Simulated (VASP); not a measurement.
# B2AsH2 (P-3m1) in VASP: notebook, part 2 of 2

VASP 6.6.1. Earlier steps stand in the parts before.

**3. Relaxation of cell and atoms, PBE**

This run uses another cell than the first one, of 12.74 Å³/atom.

Input file INCAR:

```
SYSTEM = B2AsH2
PREC     = Accurate       ! precision mode
ENCUT    = 600            ! plane-wave cutoff, eV
EDIFF    = 1E-7           ! SCF threshold, eV
ISMEAR   = 0              ! smearing method
SIGMA    = 0.1            ! smearing width, eV
LREAL    = .FALSE.        ! projectors in reciprocal space
LASPH    = .TRUE.         ! aspherical terms in the spheres
NELM     = 60             ! most SCF steps
ALGO     = Normal         ! electronic algorithm
ISIF     = 3              ! what is computed and relaxed
LWAVE    = .FALSE.        ! write WAVECAR
LCHARG   = .FALSE.        ! write CHGCAR
GGA      = PE             ! functional
IBRION   = 2              ! ionic algorithm
NSW      = 100            ! ionic steps
EDIFFG   = -0.01          ! ionic threshold
```

Input file KPOINTS:

```
regular mesh
0
G
  18 18 4
  0 0 0
```

Input file POSCAR:

```
B2AsH2
1.0
    2.6471812177      0.0000000000      0.0000000000
   -1.3235906088      2.2925261829      0.0000000000
    0.0000000000      0.0000000000     10.4941597062
B H As
2 2 1
Direct
    0.6666666667      0.3333333333      0.4513765335
    0.3333333333      0.6666666667      0.5486234665
    0.6666666667      0.3333333333      0.3381782814
    0.3333333333      0.6666666667      0.6618217186
    0.0000000000      0.0000000000      0.0000000000
```

Potentials or basis: VASP PAW PBE potentials, release 64 (B, H, As).

Launch:

```bash
$ cat potpaw_PBE.64/B/POTCAR potpaw_PBE.64/H/POTCAR potpaw_PBE.64/As/POTCAR > POTCAR
$ mpirun -np 1 vasp_std > vasp.out
```

OUTCAR:

```text
SYSTEM = B2AsH2
   PREC = Accurate
   ENCUT = 600
   EDIFF = 1E-7
   ISMEAR = 0
   LREAL = .FALSE.
   LASPH = .TRUE.
   NELM = 60
   ISIF = 3
   GGA = PE
   IBRION = 2
   NSW = 100
   EDIFFG = -0.01

 ion  position               nearest neighbor table
   1  0.667  0.333  0.451-   3 1.19   2 1.84   2 1.84   2 1.84
   2  0.333  0.667  0.549-   4 1.19   1 1.84   1 1.84   1 1.84
   3  0.667  0.333  0.338-   1 1.19
   4  0.333  0.667  0.662-   2 1.19
   5  0.000  0.000  0.000-

  LATTYP: Found a hexagonal cell.
 ALAT       =     2.6471812177
 C/A-ratio  =     3.9642770340

  Lattice vectors:

 A1 = (   2.6471812177,   0.0000000000,   0.0000000000)
 A2 = (  -1.3235906088,   2.2925261829,   0.0000000000)
 A3 = (   0.0000000000,   0.0000000000,  10.4941597062)

Analysis of symmetry for initial positions (statically):
=====================================================================
 Subroutine PRICEL returns:
 Original cell was already a primitive cell.

 Routine SETGRP: Setting up the symmetry group for a
 hexagonal supercell.
[... 189 lines left out ...]
      6       5.3624      0.00000
      7       6.1352      0.00000
      8       6.5060      0.00000
      9       6.5060      0.00000
     10      10.4234      0.00000
[... 287 lines left out ...]
 k-point    24 :       0.3889    0.1111    0.0000
  band No.  band energies     occupation
      1      -8.2268      2.00000
      2      -6.3826      2.00000
      3      -4.3097      2.00000
      4      -3.9319      2.00000
      5      -2.7231      2.00000
      6      -1.3576      2.00000
      7       1.7687      0.00000
      8       1.8849      0.00000
      9       3.2825      0.00000
     10       6.7588      0.00000

 [... further k-points ...]

------------------------ aborting loop because EDIFF is reached ----------------------------------------

  FORCE on cell =-STRESS in cart. coord.  units (eV):
  Direction    XX          YY          ZZ          XY          YZ          ZX
  --------------------------------------------------------------------------------------
  -------------------------------------------------------------------------------------
  Total        0.0297174      0.0297174     -0.0001433      0.0000000     -0.0000000      0.0000000
  in kB        0.7476123      0.7476123     -0.0036044      0.0000000     -0.0000000      0.0000000
  external PRESSURE =       0.4972067 kB  Pullay stress =       0.0000000 kB

 VOLUME and BASIS-vectors are now :
 -----------------------------------------------------------------------------
  energy-cutoff  :      600.00
  volume of cell :       63.69
      direct lattice vectors                 reciprocal lattice vectors
     2.647181218  0.000000000  0.000000000     0.377760311  0.218100017  0.000000000
    -1.323590609  2.292526183  0.000000000     0.000000000  0.436200034  0.000000000
     0.000000000  0.000000000 10.494159706     0.000000000  0.000000000  0.095291098

 POSITION                                       TOTAL-FORCE (eV/Angst)
 -----------------------------------------------------------------------------------
      1.32359      0.76418      4.73682         0.000000      0.000000     -0.003079
     -0.00000      1.52835      5.75734        -0.000000      0.000000      0.003079
      1.32359      0.76418      3.54890        -0.000000     -0.000000      0.001470
     -0.00000      1.52835      6.94526         0.000000      0.000000     -0.001470
      0.00000      0.00000      0.00000        -0.000000      0.000000      0.000000
 -----------------------------------------------------------------------------------
    total drift:                                0.000000     -0.000000     -0.000000

  FREE ENERGIE OF THE ION-ELECTRON SYSTEM (eV)
  ---------------------------------------------------
  free  energy   TOTEN  =       -22.7045518218 eV

  energy  without entropy=      -22.6963901137  energy(sigma->0) =      -22.70047097

 reached required accuracy - stopping structural energy minimisation
```

OSZICAR:

```text
N       E                     dE             d eps       ncg     rms          rms(c)
DAV:   1     0.326113065551E+02    0.32611E+02   -0.57551E+03  2760   0.116E+03
DAV:   2    -0.230065103977E+02   -0.55618E+02   -0.52555E+02  4056   0.167E+02
DAV:   3    -0.258763511660E+02   -0.28698E+01   -0.27883E+01  3476   0.391E+01
DAV:   4    -0.259155964441E+02   -0.39245E-01   -0.39073E-01  3608   0.434E+00
DAV:   5    -0.259162802415E+02   -0.68380E-03   -0.68322E-03  3540   0.470E-01    0.803E+00
DAV:   6    -0.244053357834E+02    0.15109E+01   -0.62853E+01  3074   0.124E+01    0.577E+00
DAV:   7    -0.228305985815E+02    0.15747E+01   -0.47547E+00  3148   0.808E+00    0.282E+00
DAV:   8    -0.227014218197E+02    0.12918E+00   -0.51641E-01  2990   0.524E+00    0.378E-01
DAV:   9    -0.227035378037E+02   -0.21160E-02   -0.30563E-02  3136   0.132E+00    0.250E-01
DAV:  10    -0.227042714882E+02   -0.73368E-03   -0.60022E-03  2920   0.552E-01    0.805E-02
DAV:  11    -0.227045434145E+02   -0.27193E-03   -0.73796E-04  3174   0.234E-01    0.461E-02
DAV:  12    -0.227045118990E+02    0.31516E-04   -0.66790E-05  3112   0.669E-02    0.184E-02
DAV:  13    -0.227045543912E+02   -0.42492E-04   -0.56724E-05  2900   0.692E-02    0.773E-03
DAV:  14    -0.227045521361E+02    0.22551E-05   -0.15760E-06  3352   0.986E-03    0.338E-03
DAV:  15    -0.227045518793E+02    0.25685E-06   -0.12677E-06  3112   0.817E-03    0.927E-04
DAV:  16    -0.227045518218E+02    0.57439E-07   -0.91146E-08  2244   0.212E-03
   1 F= -.22704552E+02 E0= -.22700471E+02  d E =-.227046E+02
```

CONTCAR:

```text
B2AsH2
   1.00000000000000
     2.6471812177000000    0.0000000000000000    0.0000000000000000
    -1.3235906088000000    2.2925261829000001    0.0000000000000000
     0.0000000000000000    0.0000000000000000   10.4941597061999996
  B               H               As
     2     2     1
Direct
     0.6666666667000030    0.3333333332999970    0.4513765335000031
     0.3333333332999970    0.6666666667000030    0.5486234664999969
     0.6666666667000030    0.3333333332999970    0.3381782813999976
     0.3333333332999970    0.6666666667000030    0.6618217186000024
     0.0000000000000000    0.0000000000000000    0.0000000000000000

  0.00000000E+00  0.00000000E+00  0.00000000E+00
  0.00000000E+00  0.00000000E+00  0.00000000E+00
  0.00000000E+00  0.00000000E+00  0.00000000E+00
  0.00000000E+00  0.00000000E+00  0.00000000E+00
  0.00000000E+00  0.00000000E+00  0.00000000E+00
```

It took 2.9 min on 1 thread of Intel Xeon 8259CL, shared host; peak memory 0.31 GiB.

What came out:

- Free energy: -22.7046 eV
- Pressure after relaxing: 0.0 GPa
- Largest force after relaxing: 0.003 eV/Å
- Band gap on the k mesh: zero (an odd number of electrons rules out a gap without spin polarisation)

Forces on the atoms (eV/Å):
```
B    0.000  0.000 -0.003
B    0.000  0.000  0.003
H    0.000  0.000  0.001
H    0.000  0.000 -0.001
As   0.000  0.000  0.000
```

Stress tensor (GPa, compression positive):
```
0.07 0.00 0.00
0.00 0.07 0.00
0.00 0.00 0.00
```

Final structure:
```xyz
5
Lattice="2.6472 0.0000 0.0000 -1.3236 2.2925 0.0000 0.0000 0.0000 10.4942" Properties=species:S:1:pos:R:3 pbc="T T T"
B     1.3236    0.7642    4.7368
B     0.0000    1.5284    5.7573
H     1.3236    0.7642    3.5489
H     0.0000    1.5284    6.9453
As    0.0000    0.0000    0.0000
```

Caveat: the relaxation stopped at its first step, so nothing moved; this functional lacks dispersion, which binds layers or chains, so the pressure and a relaxed spacing across them are unreliable; an odd number of electrons without spin polarisation forces a metal; a magnetic or distorted state may lie lower.
